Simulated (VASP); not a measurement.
Write the native input for VASP 6.6.1 that does the following.

```yaml
Task: single point
Functional: PBE
Potentials_or_basis: VASP PAW PBE potentials, release 64 (Li_sv, Si, N)
Cutoff: 520 eV
k_mesh: 12 × 12 × 6
Occupations: gaussian, width 0.1 eV
Spin: no spin polarisation
Dipole_correction: no
Further_INCAR_settings: ALGO = Normal; EDIFF = 1e-07; NBANDS = 20
```

The structure of Li3Si2N lies in POSCAR:

```
Li3Si2N
1.0
    5.1337105981      0.0000000000      0.0000000000
   -2.5668552991      4.4459237936      0.0000000000
    0.0000000000      0.0000000000      5.9635959982
Li Si N
3 2 1
Direct
    0.4720332021      0.0000000000      0.5000000000
    0.0000000000      0.4720332021      0.5000000000
    0.5279667979      0.5279667979      0.5000000000
    0.0000000000      0.0000000000      0.7210774174
    0.0000000000      0.0000000000      0.2789225826
    0.0000000000      0.0000000000      0.0000000000
```

The cell was built from a structure type or drawn by symmetry, and may not be a known phase.

One way to write it, as run:

INCAR

```
PREC = Accurate ; ENCUT = 520
EDIFF = 1E-7 ; ISMEAR = 0
SIGMA = 0.1 ; LREAL = False
LASPH = True ; NELM = 100
ALGO = Normal ; ISIF = 2
LWAVE = False ; LCHARG = True
GGA = PE ; LELF = True
LVHAR = True ; NBANDS = 20
```

KPOINTS

```
regular mesh
0
Gamma
  12 12 6
```

Potentials or basis: VASP PAW PBE potentials, release 64 (Li_sv, Si, N).

Run with:

```console
$ cat potpaw_PBE.64/Li_sv/POTCAR potpaw_PBE.64/Si/POTCAR potpaw_PBE.64/N/POTCAR > POTCAR
$ mpirun -np 1 vasp_std > vasp.out
```

Results of the run:

| Property | Result |
| --- | --- |
| Largest force | 0.014 eV/Å |
| Band gap on the k mesh | zero (bands 11 and 12 overlap by 0.01 eV) |

It took 110 s on 1 thread of Intel(R) Xeon(R) Platinum 8559C (Emerald Rapids), on a shared host, peak memory 0.38 GiB.
